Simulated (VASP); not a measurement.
A run of VASP 6.6.1 is set up as follows.

Contents of INCAR:

```
PREC = Accurate
ENCUT = 500
EDIFF = 1E-6
ISMEAR = 0
SIGMA = 0.1
LREAL = F
LASPH = T
NELM = 120
ALGO = Normal
ISIF = 2
LWAVE = F
LCHARG = F
GGA = PE
NBANDS = 22
GGA_COMPAT = F
```

KPOINTS

```
Automatic mesh
0
Gamma
  3 3 3
```

File POSCAR:

```
InSb3
1.0
    4.9312631765      0.0000000000      0.0000000000
    0.0000000000      4.9312631765      0.0000000000
    0.0000000000      0.0000000000      4.9312631765
In Sb
1 3
Direct
    0.0000000000      0.0000000000      0.0000000000
    0.5000000000      0.0000000000      0.5000000000
    0.0000000000      0.5000000000      0.5000000000
    0.5000000000      0.5000000000      0.0000000000
```

Potentials or basis: VASP PAW PBE potentials, release 64 (In_d, Sb).

Launch:

```bash
$ cat potpaw_PBE.64/In_d/POTCAR potpaw_PBE.64/Sb/POTCAR > POTCAR
$ mpirun -np 1 vasp_std > vasp.out
```

What does it give for the band gap on the k mesh?

Zero (band 14 reaches 7.82 eV, above the bottom of band 15 at 6.23 eV).

Estimate the pressure.

-3.9 GPa.

Caveat: the k points lie up to 0.42 Å⁻¹ apart; spin-orbit coupling is left out, which moves the levels of the heavy elements.
